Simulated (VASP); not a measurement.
Set up this calculation in VASP 6.6.1, as the native input.

```
Task                   : single point
Functional             : PBE
Dispersion             : D3(BJ)
Potentials or basis    : VASP PAW PBE potentials, release 64 (Hg)
Cutoff                 : 520 eV
k mesh                 : 18 × 18 × 18
Occupations            : gaussian, width 0.15 eV
Spin                   : no spin polarisation
Dipole correction      : no
Further INCAR settings : ALGO = Fast; EDIFF = 1e-06; NBANDS = 12
```

The structure of Hg lies in POSCAR:

```
Hg
1.0
    0.0000000000      2.3919113801      2.3919113801
    2.3919113801      0.0000000000      2.3919113801
    2.3919113801      2.3919113801      0.0000000000
Hg
1
Direct
    0.0000000000      0.0000000000      0.0000000000
```

One way to write it, as run:

INCAR

```
SYSTEM = Hg
ALGO     = Fast           ! electronic algorithm
EDIFF    = 1E-6           ! SCF threshold, eV
ENCUT    = 520            ! plane-wave cutoff, eV
GGA      = PE             ! functional
ISIF     = 2              ! what is computed and relaxed
ISMEAR   = 0              ! smearing method
IVDW     = 12             ! dispersion correction
LASPH    = .True.         ! aspherical terms in the spheres
LCHARG   = .False.        ! write CHGCAR
LREAL    = .False.        ! projectors in reciprocal space
LWAVE    = .False.        ! write WAVECAR
NBANDS   = 12             ! bands
NELM     = 80             ! most SCF steps
PREC     = Accurate       ! precision mode
SIGMA    = 0.15           ! smearing width, eV
```

KPOINTS

```
k-points
0
Gamma
  18 18 18
  0 0 0
```

Potentials or basis: VASP PAW PBE potentials, release 64 (Hg).

Command:

```sh
$ cat potpaw_PBE.64/Hg/POTCAR > POTCAR
$ mpirun -np 1 vasp_std > vasp.out
```

Results of the run:

| Property | Result |
| --- | --- |
| Pressure | -1.1 GPa |
| Band gap on the k mesh | zero (bands 6 and 7 overlap by 0.89 eV) |
| Dispersion energy per atom | -0.383 eV |

Caveat: spin-orbit coupling is left out, which moves the levels of the heavy elements.

It took 43 s on 1 thread of AMD EPYC 7R13 Processor (Zen 3), with other jobs on the host, peak memory 0.17 GiB.
